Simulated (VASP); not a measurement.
# WC (P1) in VASP: a series of runs

Runs on WC. Level: LDA. Tasks: single point.

All numbers are computed with VASP 6.6.1; they aren't measurements. Logs are shortened: lines on timing, memory, paths and dates and some standing lists are left out, and cuts for length are marked.

## 1. The cell of the first run

The typed cell holds 16 atoms: a = 5.990 Å, b = 5.188 Å, c = 5.861 Å, α = 90.00°, β = 90.00°, γ = 90.00°.

## 2. Single point, LDA

Contents of INCAR:

```
SYSTEM = WC
PREC = Accurate
ENCUT = 520
EDIFF = 1E-6
ISMEAR = -1
SIGMA = 0.002
LREAL = Auto
LASPH = .True.
NELM = 80
ALGO = Normal
ISIF = 2
LWAVE = .False.
LCHARG = .False.
GGA = CA
NBANDS = 86
```

Contents of KPOINTS:

```
regular mesh
0
Gamma
  2 2 2
  0 0 0
```

Contents of POSCAR:

```
WC
1.0
   -2.9952430000     -5.1879140000      0.0000000000
    4.4928650000     -2.5939570000      0.0000000000
    0.0000000000      0.0000000000      5.8606050000
W C
8 8
Direct
    0.7459232897      0.5799687976     -0.0312425082
    0.7375448281      0.4771400840      0.4900347319
    0.4893775689     -0.0368351291      0.0535780862
    0.5469886213     -0.0207520504      0.5322829298
    0.2640085077      0.4942435695     -0.0059379535
    0.2286632970      0.4918024779      0.4839943999
   -0.0184047337      0.0047349187     -0.0192642227
    0.0270200364      0.0001628304      0.5036169474
    0.5054341683      0.6162210871      0.2593759518
    0.4857544192      0.7244714728      0.7704665303
    0.2524341878      0.1521972581      0.2660305549
    0.0953770970      0.2809961087      0.7193625914
    0.0113986545      0.6082848561      0.1893319888
    0.0083796882      0.7135534236      0.7033232917
    0.7733582882      0.0929019677      0.2595636457
    0.5445196670      0.2908987297      0.7245156430
```

Potentials or basis: VASP PAW LDA potentials, release 64 (W_sv, C).

Launch:

```console
$ cat potpaw_LDA.64/W_sv/POTCAR potpaw_LDA.64/C/POTCAR > POTCAR
$ mpirun -np 1 vasp_std > vasp.out
```

OUTCAR:

```text
SYSTEM = WC
   PREC = Accurate
   ENCUT = 520
   EDIFF = 1E-6
   ISMEAR = -1
   LREAL = Auto
   LASPH = .True.
   NELM = 80
   ISIF = 2
   GGA = CA

 ion  position               nearest neighbor table
   1  0.746  0.580  0.969-  13 2.05  10 2.08   9 2.24  14 2.32  16 2.40   3 2.56   7 2.62   2 2.86
                             5 2.92   2 3.10   5 3.14   7 3.30
   2  0.738  0.477  0.490-  16 2.04   9 2.07  14 2.39  15 2.42  13 2.50  10 2.57  12 2.73   4 2.83
                             4 2.85   1 2.86   6 2.94   8 3.02   6 3.05   1 3.10   8 3.22
   3  0.489  0.963  0.054-  10 2.07  11 2.13   9 2.17  15 2.19   1 2.56  16 2.59   5 2.80   4 2.83
                             7 2.99   4 3.08   7 3.08   5 3.09
   4  0.547  0.979  0.532-  10 1.96  16 1.97  15 2.18   9 2.48  11 2.52   3 2.83   2 2.83   2 2.85
                             8 2.88   3 3.08   8 3.12   6 3.18   6 3.28
   5  0.264  0.494  0.994-  13 1.99  12 2.20  10 2.22   9 2.22  11 2.39  16 2.54  14 2.56   3 2.80
                             6 2.88   1 2.92   6 3.00   7 3.05   3 3.09   1 3.14   7 3.14
   6  0.229  0.492  0.484-  12 1.93  14 2.17  11 2.18   9 2.21  13 2.25  10 2.58  16 2.58   8 2.82
                             5 2.88   8 2.90   2 2.94   5 3.00   2 3.05   4 3.18   4 3.28
   7  0.982  0.005  0.981-  15 2.11  12 2.21  14 2.23  13 2.40  11 2.45   1 2.62   8 2.81   3 2.99
                             5 3.05   8 3.08   3 3.08   5 3.14   1 3.30
   8  0.027  0.000  0.504-  14 1.90  12 1.97  11 2.09  15 2.14  13 2.74   7 2.81   6 2.82   4 2.88
                             6 2.90   2 3.02   7 3.08   4 3.12   2 3.22
   9  0.505  0.616  0.259-   2 2.07   3 2.17   6 2.21   5 2.22   1 2.24   4 2.48
  10  0.486  0.724  0.770-   4 1.96   3 2.07   1 2.08   5 2.22   2 2.57   6 2.58
  11  0.252  0.152  0.266-   8 2.09   3 2.13   6 2.18   5 2.39   7 2.45   4 2.52
  12  0.095  0.281  0.719-   6 1.93   8 1.97   5 2.20   7 2.21   2 2.73
  13  0.011  0.608  0.189-   5 1.99   1 2.05   6 2.25   7 2.40   2 2.50   8 2.74
  14  0.008  0.714  0.703-   8 1.90   6 2.17   7 2.23   1 2.32   2 2.39   5 2.56
  15  0.773  0.093  0.260-   7 2.11   8 2.14   4 2.18   3 2.19   2 2.42
  16  0.545  0.291  0.725-   4 1.97   2 2.04   1 2.40   5 2.54   6 2.58   3 2.59

  LATTYP: Found a simple orthorhombic cell.
 ALAT       =     5.1879137258
 B/A-ratio  =     1.1296650850
 C/A-ratio  =     1.1547005469

  Lattice vectors:

 A1 = (   4.4928650000,  -2.5939570000,   0.0000000000)
 A2 = (   0.0000000000,   0.0000000000,   5.8606050000)
 A3 = (  -2.9952430000,  -5.1879140000,   0.0000000000)

Analysis of symmetry for initial positions (statically):
=====================================================================
 Subroutine PRICEL returns:
 Original cell was already a primitive cell.

 Routine SETGRP: Setting up the symmetry group for a
 simple orthorhombic supercell.

 Subroutine GETGRP returns: Found  1 space group operations
 (whereof  1 operations were pure point group operations)
 out of a pool of  8 trial point group operations.

The static configuration has the point symmetry C_1 .

Analysis of symmetry for dynamics (positions and initial velocities):
=====================================================================
 Subroutine PRICEL returns:
 Original cell was already a primitive cell.

 Routine SETGRP: Setting up the symmetry group for a
 simple orthorhombic supercell.

 Subroutine GETGRP returns: Found  1 space group operations
 (whereof  1 operations were pure point group operations)
 out of a pool of  8 trial point group operations.

The dynamic configuration has the point symmetry C_1 .

 Subroutine INISYM returns: Found  1 space group operations
 (whereof  1 operations are pure point group operations),
 and found     1 'primitive' translations

----------------------------------------------------------------------------------------

                                     Primitive cell

  volume of cell :     182.1366

  direct lattice vectors                    reciprocal lattice vectors
    -2.995243000 -5.187914000  0.000000000    -0.083465675 -0.144566780  0.000000000
     4.492865000 -2.593957000  0.000000000     0.166931350 -0.096377842  0.000000000
     0.000000000  0.000000000  5.860605000     0.000000000  0.000000000  0.170630848

  length of vectors
     5.990486817  5.187913726  5.860605000     0.166931341  0.192755711  0.170630848

  position of ions in fractional coordinates (direct lattice)
     0.745923290  0.579968798  0.968757492
     0.737544828  0.477140084  0.490034732
     0.489377569  0.963164871  0.053578086
     0.546988621  0.979247950  0.532282930
     0.264008508  0.494243570  0.994062046
     0.228663297  0.491802478  0.483994400
[... 8 lines left out ...]
     0.773358288  0.092901968  0.259563646
     0.544519667  0.290898730  0.724515643

  ion indices of the primitive-cell ions
   primitive index   ion index
                 1           1
                 2           2
                 3           3
                 4           4
                 5           5
                 6           6
[... 8 lines left out ...]
                15          15
                16          16

----------------------------------------------------------------------------------------

 KPOINTS: regular mesh

Automatic generation of k-mesh.
 Grid dimensions read from file:
 generate k-points for:    2    2    2

 Generating k-lattice:

  Cartesian coordinates                     Fractional coordinates (reciprocal lattice)
    -0.041732838 -0.072283390  0.000000000     0.500000000 -0.000000000  0.000000000
     0.083465675 -0.048188921  0.000000000    -0.000000000  0.500000000  0.000000000
     0.000000000  0.000000000  0.085315424     0.000000000  0.000000000  0.500000000

  Length of vectors
     0.083465671  0.096377856  0.085315424

  Shift w.r.t. Gamma in fractional coordinates (k-lattice)
     0.000000000  0.000000000  0.000000000

 Subroutine IBZKPT returns following result:
 ===========================================

 Found      8 irreducible k-points:

 Following reciprocal coordinates:
            Coordinates               Weight
  0.000000  0.000000  0.000000      1.000000
  0.500000 -0.000000  0.000000      1.000000
 -0.000000  0.500000  0.000000      1.000000
  0.500000  0.500000  0.000000      1.000000
  0.000000  0.000000  0.500000      1.000000
  0.500000 -0.000000  0.500000      1.000000
 -0.000000  0.500000  0.500000      1.000000
  0.500000  0.500000  0.500000      1.000000
   k-points           NKPTS =      8   k-points in BZ     NKDIM =      8   number of bands    NBANDS=     86
   number of dos      NEDOS =    301   number of ions     NIONS =     16
   total plane-waves  NPLWV =  92160
   dimension x,y,z NGX =    48 NGY =   40 NGZ =   48
   dimension x,y,z NGXF=    96 NGYF=   80 NGZF=   96
   ions per type =               8   8
   NGX,Y,Z   is equivalent  to a cutoff of  13.32, 12.82, 13.62 a.u.
   NGXF,Y,Z  is equivalent  to a cutoff of  26.64, 25.64, 27.23 a.u.
 SYSTEM =  WC
   PREC   = accura    normal or accurate (medium, high low for compatibility)
   ISTART =      0    job   : 0-new  1-cont  2-samecut
   ICHARG =      2    charge: 1-file 2-atom 10-const
   ISPIN  =      1    spin polarized calculation?
   LNONCOLLINEAR =      F non collinear calculations
   LSORBIT =      F    spin-orbit coupling
   LASPH  =      T    aspherical Exc in radial PAW
   ENCUT  =  520.0 eV  38.22 Ry    6.18 a.u.  11.14  9.65 10.90*2*pi/ulx,y,z
   NELM   =     80;   NELMIN=  2; NELMDL= -5     # of ELM steps
   EDIFF  = 0.1E-05   stopping-criterion for ELM
   LREAL  =      T    real-space projection
   EDIFFG = 0.1E-04   stopping-criterion for IOM
   NSW    =      0    number of steps for IOM
   IBRION =     -1    ionic relax: 0-MD 1-quasi-New 2-CG
   NFREE  =      0    steps in history (QN), initial steepest desc. (CG)
   ISIF   =      2    stress and relaxation
   ISYM   =      2    0-nonsym 1-usesym 2-fastsym
   POTIM  = 0.5000    time-step for ionic-motion
   TEBEG  =    0.0;   TEEND  =   0.0 temperature during run
   PSTRESS=    0.0 pullay stress
   NELECT =     144.0000    total number of electrons
   NUPDOWN=      -1.0000    fix difference up-down
   EMIN   =  10.00;   EMAX   =-10.00  energy-range for DOS
   EFERMI =   0.00;   METHOD = LEGACY
   ISMEAR =    -1;   SIGMA  =   0.00  broadening in eV -4-tet -1-fermi 0-gaus
   EFERMI_NEDOS =   21; number of points for ismear=-14 and -15
   IALGO  =     38    algorithm
   IMIX   =      4    mixing-type and parameters
     AMIX     =   0.40;   BMIX     =  1.00
     AMIX_MAG =   1.60;   BMIX_MAG =  1.00
  volume/ion in A,a.u.               =      11.38        76.82
  Fermi-wavevector in a.u.,A,eV,Ry     =   1.513782  2.860632 31.178223  2.291535
  Thomas-Fermi vector in A             =   2.623527
   LORBIT       =      0    0 simple, 1 ext, 2 COOP (PROOUT), +10 PAW based schemes
   GGA     = CA    functional components
   LHFCALC =     F    Hartree Fock is set to
   AEXX    =    0.0000 exact exchange contribution
   IVDW    =     0    specifies the selected vdW correction
   LEPSILON=     F    determine dielectric tensor
   LRPA    =     F    only Hartree local field effects (RPA)
 non-spin polarized calculation
  energy-cutoff  :      520.00
  volume of cell :      182.14
 maximum number of plane-waves:      4936
 NGX is ok and might be reduce to    48
   NGX = 23   NGY = 19   NGZ = 21

 number of electron     144.0000002 magnetization

 Free energy of the ion-electron system (eV)
  ---------------------------------------------------
  ext. energy  EPLUGINS =         0.00000000
  ---------------------------------------------------
  free energy    TOTEN  =      -183.77567335 eV

  energy without entropy =     -183.77567335  energy(sigma->0) =     -183.77567335

 E-fermi :  10.3762     XC(G=0): -13.3910

 val. band max:       10.3410664761   @ k =   0.0000   0.0000   0.0000
 cond. band min:      10.4110937843   @ k =  -0.0000   0.5000   0.5000
 fundamental gap:      0.0700273082
 Fermi energy:        10.3762074868

 k-point     1 :       0.0000    0.0000    0.0000
  band No.  band energies     occupation
      1     -63.8907      2.00000
      2     -63.8567      2.00000
      3     -63.8243      2.00000
      4     -63.7748      2.00000
      5     -63.6561      2.00000
      6     -63.5847      2.00000
[... 685 lines left out ...]
     83      12.7670      0.00000
     84      13.1102      0.00000
 [bands above 84 left out]

------------------------ aborting loop because EDIFF is reached ----------------------------------------

  FORCE on cell =-STRESS in cart. coord.  units (eV):
  Direction    XX          YY          ZZ          XY          YZ          ZX
  --------------------------------------------------------------------------------------
  -------------------------------------------------------------------------------------
  Total       -1.4887571     -9.7924985    -14.5444177     -5.7238921      7.0970946      2.6009319
  in kB      -13.0959536    -86.1403802   -127.9409611    -50.3506071     62.4300757     22.8792745
  external PRESSURE =     -75.7257650 kB  Pullay stress =       0.0000000 kB

 VOLUME and BASIS-vectors are now :
 -----------------------------------------------------------------------------
  energy-cutoff  :      520.00
  volume of cell :      182.14
      direct lattice vectors                 reciprocal lattice vectors
    -2.995243000 -5.187914000  0.000000000    -0.083465675 -0.144566780  0.000000000
     4.492865000 -2.593957000  0.000000000     0.166931350 -0.096377842  0.000000000
     0.000000000  0.000000000  5.860605000     0.000000000  0.000000000  0.170630848

 POSITION                                       TOTAL-FORCE (eV/Angst)
 -----------------------------------------------------------------------------------
      0.37150     -5.37420      5.67751        -4.998600      1.641703      0.526834
     -0.06540     -5.06400      2.87190        -1.116255     -2.481004      0.043118
      2.86157     -5.03726      0.31400         2.690387     -2.347154     -1.632570
      2.76127     -5.37786      3.11950         1.196928      1.277567     -2.830640
      1.42980     -2.65170      5.82581        -0.659893      0.630760     -1.875673
      1.52470     -2.46200      2.83650         0.903162     -3.384275     -0.855993
[... 8 lines left out ...]
     -1.89900     -4.25310      1.52120         1.545565      0.009690      0.702816
     -0.32400     -3.57950      4.24610         0.608679      0.024776      2.083537
 -----------------------------------------------------------------------------------
    total drift:                                0.020085      0.015753      0.009079

  FREE ENERGIE OF THE ION-ELECTRON SYSTEM (eV)
  ---------------------------------------------------
  free  energy   TOTEN  =      -183.7756733520 eV

  energy  without entropy=     -183.7756733515  energy(sigma->0) =     -183.77567335
```

It took 7.2 min on 1 thread of Intel Xeon 8259CL, shared host; peak memory 0.29 GiB.

What came out:

* Free energy: -183.7757 eV
* Pressure: -7.6 GPa
* Largest force: 5.288 eV/Å
* Band gap on the k mesh: zero (bands 72 and 73 overlap by 0.32 eV)

Forces on the atoms (eV/Å):
```
W   -4.999  1.642  0.527
W   -1.116 -2.481  0.043
W    2.690 -2.347 -1.633
W    1.197  1.278 -2.831
W   -0.660  0.631 -1.876
W    0.903 -3.384 -0.856
W   -1.161 -2.046  1.622
W    2.302  0.719 -4.135
C    0.826 -0.579 -0.724
C   -0.336  2.017 -0.276
C   -0.932 -0.153 -1.228
C   -1.305  2.618  3.839
C    1.980 -0.542  2.737
C   -1.544  2.595  2.002
C    1.546  0.010  0.703
C    0.609  0.025  2.084
```

Caveat: the k points lie up to 0.61 Å⁻¹ apart; spin-orbit coupling is left out, which moves the levels of the heavy elements; forces of over 1 eV/Å act on the atoms, so gaps and moduli don't describe the material at rest.

## 3. Single point, LDA

Contents of INCAR:

```
SYSTEM = WC
PREC     = Accurate       ! precision mode
ENCUT    = 520            ! plane-wave cutoff, eV
EDIFF    = 1E-7           ! SCF threshold, eV
ISMEAR   = -1             ! smearing method
SIGMA    = 0.002          ! smearing width, eV
LREAL    = Auto         
LASPH    = .TRUE.         ! aspherical terms in the spheres
NELM     = 80             ! most SCF steps
ALGO     = Normal         ! electronic algorithm
ISIF     = 2              ! what is computed and relaxed
LWAVE    = .FALSE.        ! write WAVECAR
LCHARG   = .FALSE.        ! write CHGCAR
NBANDS   = 86             ! bands
```

Contents of KPOINTS:

```
regular mesh
0
G
  2 2 2
  0 0 0
```

Contents of POSCAR:

```
WC
1.0
   -2.9952430000     -5.1879140000      0.0000000000
    4.4928650000     -2.5939570000      0.0000000000
    0.0000000000      0.0000000000      5.8606050000
W C
8 8
Direct
    0.7480311877      0.5412882823     -0.0209875943
    0.7537721573      0.4689726439      0.4857007084
    0.4938470011     -0.0081480807      0.0561034228
    0.5509289806     -0.0154097279      0.5400125072
    0.2518747645      0.4846631548     -0.0260382674
    0.2305225370      0.4934426063      0.4805476568
   -0.0149136006      0.0036124259      0.0172678418
    0.0162485149      0.0056685991      0.4683816773
    0.5193182976      0.6750001382      0.2827865041
    0.4648607124      0.6922021460      0.7324670405
    0.2255050276      0.1912904918      0.2368526799
    0.0289937121      0.3168453121      0.7078620723
   -0.0030159890      0.6656034357      0.2527896011
   -0.0013710414      0.7480512764      0.7434727302
    0.7675942686      0.1701211499      0.2406577478
    0.5340665488      0.2712877177      0.7881780123
```

Potentials or basis: VASP PAW LDA potentials, release 64 (W_sv, C).

Launch:

```console
$ cat potpaw_LDA.64/W_sv/POTCAR potpaw_LDA.64/C/POTCAR > POTCAR
$ mpirun -np 1 vasp_std > vasp.out
```

Run time: 7.2 min. Hardware: 1 thread of Intel Xeon 8259CL, shared host; peak memory 0.29 GiB.

The run converged. Its results:

```yaml
Free_energy: -185.6025 eV
Pressure: -16.8 GPa
Largest_force: 3.086 eV/Å
Band_gap_on_the_k_mesh: zero (bands 72 and 73 overlap by 0.32 eV)
```

Forces in eV/Å, atoms in the order of the input:
```
W   -2.330  1.316  0.526
W    1.882 -0.568  1.605
W    0.593 -0.297 -2.148
W    1.628  0.252 -2.075
W    1.545  0.468 -0.255
W    1.002 -2.277  0.275
W    0.684 -1.930 -2.309
W    0.683  1.170  2.737
C   -0.424  0.158 -1.895
C   -1.292  0.165  2.464
C   -1.508 -1.246 -0.798
C   -1.134  0.632  2.717
C   -0.700 -0.148 -1.133
C   -1.509  1.567 -0.146
C    0.756  1.320  0.618
C    0.124 -0.582 -0.184
```

Stress tensor (GPa, compression positive):
```
-15.09  -4.84   2.00
 -4.84 -18.93   1.37
  2.00   1.37 -16.43
```

Levels at points of the mesh, in eV from the Fermi level:
| k point | band 68 | band 69 | band 70 | band 71 | band 72 | band 73 | band 74 | band 75 | band 76 | band 77 |
| --- | --- | --- | --- | --- | --- | --- | --- | --- | --- | --- |
| (0.00, 0.00, 0.00) | -0.77 | -0.68 | -0.56 | -0.42 | -0.02 | 0.14 | 0.48 | 0.53 | 0.75 | 1.02 |
| (0.50, 0.00, 0.00) | -1.01 | -0.73 | -0.60 | -0.21 | -0.07 | 0.06 | 0.30 | 0.55 | 0.67 | 0.87 |
| (0.00, 0.50, 0.00) | -1.57 | -1.25 | -0.94 | 0.00 | 0.24 | 0.37 | 0.79 | 0.99 | 1.47 | 1.54 |
| (0.50, 0.50, 0.00) | -1.54 | -1.07 | -0.60 | -0.35 | -0.17 | 0.24 | 0.49 | 0.56 | 1.06 | 1.19 |
| (0.00, 0.00, 0.50) | -1.35 | -1.22 | -0.98 | -0.64 | -0.34 | 0.04 | 0.22 | 0.50 | 1.04 | 1.16 |
| (0.50, 0.00, 0.50) | -1.17 | -0.95 | -0.74 | -0.38 | -0.26 | -0.08 | 0.10 | 0.19 | 0.30 | 1.29 |
| (0.00, 0.50, 0.50) | -1.74 | -1.53 | -1.19 | -0.36 | -0.07 | 0.26 | 0.29 | 0.64 | 0.73 | 0.87 |
| (0.50, 0.50, 0.50) | -1.50 | -1.38 | -0.87 | -0.45 | -0.28 | 0.00 | 0.21 | 0.41 | 0.60 | 0.68 |

Caveat: the k points lie up to 0.61 Å⁻¹ apart; spin-orbit coupling is left out, which moves the levels of the heavy elements; forces of over 1 eV/Å act on the atoms, so gaps and moduli don't describe the material at rest.

[end of part 1 of 2]

The gap in the log of VASP goes by the Fermi energy; the results here count the filled bands.